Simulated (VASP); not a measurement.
A run of VASP 6.6.1 is set up as follows.

Contents of POSCAR:

```
CdF2
1.0
   -0.0188215442      2.6877493542      2.6877493542
    2.6877493542     -0.0188215442      2.6877493542
    2.6877493542      2.6877493542     -0.0188215442
Cd F
1 2
Direct
    0.0000000000      0.0000000000      0.0000000000
    0.2502885381      0.2502885381      0.2502885381
    0.7497114619      0.7497114619      0.7497114619
```

Contents of INCAR.step1:

```
  PREC = Accurate
  ENCUT = 660
  ISMEAR = 0
  SIGMA = 0.01
  LREAL = F
  LASPH = T
  NELM = 120
  NBANDS = 24
  GGA = PE
  ALGO = Normal
  EDIFF = 1E-5
  LWAVE = T
  LCHARG = F
  GGA_COMPAT = F
```

INCAR.step2

```
  PREC = Accurate
  ENCUT = 660
  EDIFF = 1E-6
  ISMEAR = 0
  SIGMA = 0.01
  LREAL = F
  LASPH = T
  NELM = 120
  ALGO = Normal
  ISIF = 2
  LWAVE = F
  LCHARG = F
  METAGGA = R2SCAN
  LMIXTAU = T
  NBANDS = 24
  ISTART = 1
  GGA_COMPAT = F
```

The input KPOINTS:

```
Automatic mesh
0
Gamma
  8 8 8
```

Potentials or basis: VASP PAW PBE potentials, release 64 (Cd_sv_GW, F).

Launch:

```sh
$ cat potpaw_PBE.64/Cd_sv_GW/POTCAR potpaw_PBE.64/F/POTCAR > POTCAR
$ cp INCAR.step1 INCAR
$ mpirun -np 1 vasp_std > vasp.out
$ cp INCAR.step2 INCAR
$ mpirun -np 1 vasp_std > vasp.out
```

(1) Predict the pressure.

(2) What does it give for the largest force?

Results:

(1) -0.9 GPa.

(2) 0.007 eV/Å.

Caveat: the cell differs from its parent crystal (epitaxial 111 strain +0.5%); the PAW data sets were made with another functional, which shifts forces and pressure a little.
